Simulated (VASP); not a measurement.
# BaH (I4/mmm) in VASP: notebook

The runs below take BaH through single point, relaxation of cell and atoms, with PBE.

Program: VASP 6.6.1. These are calculated values, not measurements. Logs are shortened: lines on timing, memory, paths and dates and some standing lists are left out, and cuts for length are marked.

### Step 1. The cell of the first run

The structure is tetragonal, space group I4/mmm (No. 139). The conventional cell has a = 4.296 Å, b = 4.296 Å, c = 4.377 Å, α = 90.00°, β = 90.00°, γ = 90.00°. Ba (site symmetry 4/mmm) has 2 H at 2.19 Å within 2.9 Å. Within 2.9 Å of H (site symmetry 4/mmm) lie 2 Ba at 2.19 Å.

The cell was generated, and may not be a known phase.

### Step 2. Single point, PBE

File INCAR:

```
PREC     = Accurate       # precision mode
ENCUT    = 520            # plane-wave cutoff, eV
EDIFF    = 1E-7           # SCF threshold, eV
ISMEAR   = 0              # smearing method
SIGMA    = 0.1            # smearing width, eV
LREAL    = F              # projectors in reciprocal space
LASPH    = T              # aspherical terms in the spheres
NELM     = 60             # most SCF steps
ALGO     = Normal         # electronic algorithm
ISIF     = 2              # what is computed and relaxed
LWAVE    = F              # write WAVECAR
LCHARG   = F              # write CHGCAR
GGA      = PE             # functional
NBANDS   = 12             # bands
```

File KPOINTS:

```
regular mesh
0
Gamma
  6 6 6
```

File POSCAR:

```
BaH
1.0
   -2.1482332600      2.1482332600      2.1886925400
    2.1482332600     -2.1482332600      2.1886925400
    2.1482332600      2.1482332600     -2.1886925400
Ba H
1 1
Direct
    0.0000000000      0.0000000000      0.0000000000
    0.5000000000      0.5000000000      0.0000000000
```

Potentials or basis: VASP PAW PBE potentials, release 64 (Ba_sv, H).

On the command line:

```
> cat potpaw_PBE.64/Ba_sv/POTCAR potpaw_PBE.64/H/POTCAR > POTCAR
> mpirun -np 1 vasp_std > vasp.out
```

OUTCAR:

```text
PREC = Accurate
   ENCUT = 520
   EDIFF = 1E-7
   ISMEAR = 0
   LREAL = F
   LASPH = T
   NELM = 60
   ISIF = 2
   GGA = PE

 ion  position               nearest neighbor table
   1  0.000  0.000  0.000-   2 2.19   2 2.19
   2  0.500  0.500  0.000-   1 2.19   1 2.19

  LATTYP: Found a body centered tetragonal cell.
 ALAT       =     4.2964665200
 C/A-ratio  =     1.0188337462

  Lattice vectors:

 A1 = (  -2.1482332600,   2.1482332600,   2.1886925400)
 A2 = (   2.1482332600,  -2.1482332600,   2.1886925400)
 A3 = (   2.1482332600,   2.1482332600,  -2.1886925400)

Analysis of symmetry for initial positions (statically):
=====================================================================
 Subroutine PRICEL returns:
 Original cell was already a primitive cell.

 Routine SETGRP: Setting up the symmetry group for a
 body centered tetragonal supercell.

 Subroutine GETGRP returns: Found 16 space group operations
 (whereof 16 operations were pure point group operations)
 out of a pool of 16 trial point group operations.

The static configuration has the point symmetry D_4h.

Analysis of symmetry for dynamics (positions and initial velocities):
=====================================================================
 Subroutine PRICEL returns:
 Original cell was already a primitive cell.

 Routine SETGRP: Setting up the symmetry group for a
 body centered tetragonal supercell.

 Subroutine GETGRP returns: Found 16 space group operations
 (whereof 16 operations were pure point group operations)
 out of a pool of 16 trial point group operations.

The dynamic configuration has the point symmetry D_4h.

 Subroutine INISYM returns: Found 16 space group operations
 (whereof 16 operations are pure point group operations),
 and found     1 'primitive' translations

----------------------------------------------------------------------------------------

                                     Primitive cell

  volume of cell :      40.4024

  direct lattice vectors                    reciprocal lattice vectors
    -2.148233260  2.148233260  2.188692540     0.000000000  0.232749399  0.228446888
     2.148233260 -2.148233260  2.188692540     0.232749399  0.000000000  0.228446888
     2.148233260  2.148233260 -2.188692540     0.232749399  0.232749399  0.000000000

  length of vectors
     3.744354058  3.744354058  3.744354058     0.326129213  0.326129213  0.329157357

  position of ions in fractional coordinates (direct lattice)
     0.000000000  0.000000000  0.000000000
     0.500000000  0.500000000  0.000000000

  ion indices of the primitive-cell ions
   primitive index   ion index
                 1           1
                 2           2

----------------------------------------------------------------------------------------

 KPOINTS: regular mesh

Automatic generation of k-mesh.
 Grid dimensions read from file:
 generate k-points for:    6    6    6

 Generating k-lattice:

  Cartesian coordinates                     Fractional coordinates (reciprocal lattice)
     0.000000000  0.038791566  0.038074481     0.166666667  0.000000000  0.000000000
     0.038791566  0.000000000  0.038074481     0.000000000  0.166666667  0.000000000
     0.038791566  0.038791566  0.000000000     0.000000000  0.000000000  0.166666667

  Length of vectors
     0.054354869  0.054354869  0.054859559

  Shift w.r.t. Gamma in fractional coordinates (k-lattice)
     0.000000000  0.000000000  0.000000000

 Subroutine IBZKPT returns following result:
 ===========================================

 Found     30 irreducible k-points:

 Following reciprocal coordinates:
            Coordinates               Weight
  0.000000  0.000000  0.000000      1.000000
  0.166667  0.000000  0.000000      8.000000
  0.333333  0.000000  0.000000      8.000000
  0.500000  0.000000  0.000000      4.000000
  0.166667  0.166667  0.000000      8.000000
  0.333333  0.166667  0.000000     16.000000
[... 16 lines left out ...]
 -0.333333 -0.333333  0.166667      8.000000
 -0.166667 -0.333333  0.166667      8.000000
 [... further k-points ...]
   k-points           NKPTS =     30   k-points in BZ     NKDIM =     30   number of bands    NBANDS=     12
   number of dos      NEDOS =    301   number of ions     NIONS =      2
   total plane-waves  NPLWV =  21952
   dimension x,y,z NGX =    28 NGY =   28 NGZ =   28
   dimension x,y,z NGXF=    56 NGYF=   56 NGZF=   56
   ions per type =               1   1
   NGX,Y,Z   is equivalent  to a cutoff of  12.43, 12.43, 12.43 a.u.
   NGXF,Y,Z  is equivalent  to a cutoff of  24.86, 24.86, 24.86 a.u.
 SYSTEM =  unknown system
   PREC   = accura    normal or accurate (medium, high low for compatibility)
   ISTART =      0    job   : 0-new  1-cont  2-samecut
   ICHARG =      2    charge: 1-file 2-atom 10-const
   ISPIN  =      1    spin polarized calculation?
   LNONCOLLINEAR =      F non collinear calculations
   LSORBIT =      F    spin-orbit coupling
   LASPH  =      T    aspherical Exc in radial PAW
   ENCUT  =  520.0 eV  38.22 Ry    6.18 a.u.   6.96  6.96  6.96*2*pi/ulx,y,z
   NELM   =     60;   NELMIN=  2; NELMDL= -5     # of ELM steps
   EDIFF  = 0.1E-06   stopping-criterion for ELM
   LREAL  =      F    real-space projection
   EDIFFG = 0.1E-05   stopping-criterion for IOM
   NSW    =      0    number of steps for IOM
   IBRION =     -1    ionic relax: 0-MD 1-quasi-New 2-CG
   NFREE  =      0    steps in history (QN), initial steepest desc. (CG)
   ISIF   =      2    stress and relaxation
   ISYM   =      2    0-nonsym 1-usesym 2-fastsym
   POTIM  = 0.5000    time-step for ionic-motion
   TEBEG  =    0.0;   TEEND  =   0.0 temperature during run
   PSTRESS=    0.0 pullay stress
   NELECT =      11.0000    total number of electrons
   NUPDOWN=      -1.0000    fix difference up-down
   EMIN   =  10.00;   EMAX   =-10.00  energy-range for DOS
   EFERMI =   0.00;   METHOD = LEGACY
   ISMEAR =     0;   SIGMA  =   0.10  broadening in eV -4-tet -1-fermi 0-gaus
   EFERMI_NEDOS =   21; number of points for ismear=-14 and -15
   IALGO  =     38    algorithm
   IMIX   =      4    mixing-type and parameters
     AMIX     =   0.40;   BMIX     =  1.00
     AMIX_MAG =   1.60;   BMIX_MAG =  1.00
  volume/ion in A,a.u.               =      20.20       136.32
  Fermi-wavevector in a.u.,A,eV,Ry     =   1.061052  2.005097 15.317855  1.125831
  Thomas-Fermi vector in A             =   2.196454
   LORBIT       =      0    0 simple, 1 ext, 2 COOP (PROOUT), +10 PAW based schemes
   GGA     = PE    functional components
   LHFCALC =     F    Hartree Fock is set to
   AEXX    =    0.0000 exact exchange contribution
   IVDW    =     0    specifies the selected vdW correction
   LEPSILON=     F    determine dielectric tensor
   LRPA    =     F    only Hartree local field effects (RPA)
 non-spin polarized calculation
 Gauss-broadening in eV      SIGMA  =   0.10
  energy-cutoff  :      520.00
  volume of cell :       40.40
 maximum number of plane-waves:      1106
   NGX = 13   NGY = 13   NGZ = 13

 number of electron      10.9999999 magnetization

 Free energy of the ion-electron system (eV)
  ---------------------------------------------------
  ext. energy  EPLUGINS =         0.00000000
  ---------------------------------------------------
  free energy    TOTEN  =        -4.79589923 eV

  energy without entropy =       -4.78934520  energy(sigma->0) =       -4.79262221

 E-fermi :   3.8288     XC(G=0):  -9.2800

 val. band max:        3.7773813748   @ k =  -0.3333   0.5000   0.1667
 cond. band min:       3.8891783685   @ k =  -0.1667  -0.3333   0.1667
 fundamental gap:      0.1117969937
 Fermi energy:         3.8287550316

 k-point     1 :       0.0000    0.0000    0.0000
  band No.  band energies     occupation
      1     -24.6011      2.00000
      2      -8.9991      2.00000
      3      -8.9969      2.00000
      4      -8.9969      2.00000
      5      -1.5014      2.00000
      6       4.9962      0.00000
      7       5.9739      0.00000
      8       5.9739      0.00000
      9       6.1470      0.00000
     10       7.9336      0.00000
     11      11.2589      0.00000
     12      11.2589      0.00000

 k-point     2 :       0.1667    0.0000    0.0000
  band No.  band energies     occupation
      1     -24.5314      2.00000
      2      -9.5887      2.00000
      3      -9.1301      2.00000
      4      -9.0317      2.00000
      5      -0.6103      2.00000
      6       4.5193      0.00000
      7       5.3583      0.00000
      8       6.1028      0.00000
      9       6.9512      0.00000
     10       7.5597      0.00000
     11      12.4041      0.00000
     12      12.8097      0.00000

 k-point     3 :       0.3333    0.0000    0.0000
  band No.  band energies     occupation
      1     -24.3870      2.00000
      2     -10.5535      2.00000
      3      -9.3800      2.00000
      4      -9.0994      2.00000
      5       1.1295      2.00000
      6       3.1556      2.00000
      7       4.4312      0.00000
      8       7.4067      0.00000
      9       8.1230      0.00000
     10       9.3721      0.00000
     11      10.5721      0.00000
     12      13.8078      0.00000
[... 286 lines left out ...]
 k-point    23 :      -0.3333   -0.3333    0.1667
  band No.  band energies     occupation
      1     -24.2464      2.00000
      2     -10.6033      2.00000
      3      -9.9571      2.00000
      4      -9.4538      2.00000
      5       0.6894      2.00000
      6       3.6223      1.99649
      7       4.5153      0.00000
      8       7.6029      0.00000
      9       8.5603      0.00000
     10      10.2066      0.00000
     11      12.0611      0.00000
     12      13.9584      0.00000

 k-point    24 :      -0.1667   -0.3333    0.1667
  band No.  band energies     occupation
      1     -24.3336      2.00000
      2     -10.5462      2.00000
      3      -9.5378      2.00000
      4      -9.4041      2.00000
      5       1.5796      2.00000
      6       3.8892      0.39282
      7       5.2971      0.00000
      8       5.6393      0.00000
      9       8.3573      0.00000
     10       8.7698      0.00000
     11       9.0262      0.00000
     12      16.0269      0.00000

 [... further k-points ...]

------------------------ aborting loop because EDIFF is reached ----------------------------------------

  FORCE on cell =-STRESS in cart. coord.  units (eV):
  Direction    XX          YY          ZZ          XY          YZ          ZX
  --------------------------------------------------------------------------------------
  -------------------------------------------------------------------------------------
  Total        0.7001997      0.7001997     10.1242601      0.0000000      0.0000000      0.0000000
  in kB       27.7667382     27.7667382    401.4821625      0.0000000      0.0000000      0.0000000
  external PRESSURE =     152.3385463 kB  Pullay stress =       0.0000000 kB

 VOLUME and BASIS-vectors are now :
 -----------------------------------------------------------------------------
  energy-cutoff  :      520.00
  volume of cell :       40.40
      direct lattice vectors                 reciprocal lattice vectors
    -2.148233260  2.148233260  2.188692540     0.000000000  0.232749399  0.228446888
     2.148233260 -2.148233260  2.188692540     0.232749399  0.000000000  0.228446888
     2.148233260  2.148233260 -2.188692540     0.232749399  0.232749399  0.000000000

 POSITION                                       TOTAL-FORCE (eV/Angst)
 -----------------------------------------------------------------------------------
      0.00000      0.00000      0.00000         0.000000     -0.000000      0.000000
      0.00000      0.00000      2.18869        -0.000000      0.000000     -0.000000
 -----------------------------------------------------------------------------------
    total drift:                                0.000000     -0.000000     -0.000000

  FREE ENERGIE OF THE ION-ELECTRON SYSTEM (eV)
  ---------------------------------------------------
  free  energy   TOTEN  =        -4.7958992270 eV

  energy  without entropy=       -4.7893452023  energy(sigma->0) =       -4.79262221
```

It took 8.6 s on 1 thread of Intel Xeon Platinum 8488C (Sapphire Rapids), shared host; peak memory 0.16 GiB.

What came out:

```yaml
Free_energy: -4.7959 eV
Pressure: 15.2 GPa
Band_gap_on_the_k_mesh: zero (an odd number of electrons rules out a gap without spin polarisation)
```

Levels at points of the mesh, in eV from the Fermi level:
| k point | band 1 | band 2 | band 3 | band 4 | band 5 | band 6 | band 7 | band 8 | band 9 | band 10 |
| --- | --- | --- | --- | --- | --- | --- | --- | --- | --- | --- |
| (0.00, 0.00, 0.00) | -28.43 | -12.83 | -12.83 | -12.83 | -5.33 | 1.17 | 2.15 | 2.15 | 2.32 | 4.10 |
| (0.50, 0.00, 0.00) | -28.14 | -14.80 | -13.33 | -12.96 | -1.52 | -1.43 | 0.25 | 4.16 | 5.08 | 5.39 |
| (0.50, 0.50, 0.00) | -28.15 | -14.52 | -13.36 | -12.88 | -5.22 | 0.27 | 3.14 | 3.53 | 5.43 | 6.37 |
| (0.50, 0.50, 0.50) | -27.97 | -13.98 | -13.92 | -13.92 | -5.54 | -1.55 | 6.62 | 6.62 | 6.98 | 6.98 |

Caveat: the stress differs along the axes, from 3 to 40 GPa; spin-orbit coupling is left out, which moves the levels of the heavy elements.

(Part 1 of 2 ends here.)

The gap in the log of VASP goes by the Fermi energy; the results here count the filled bands.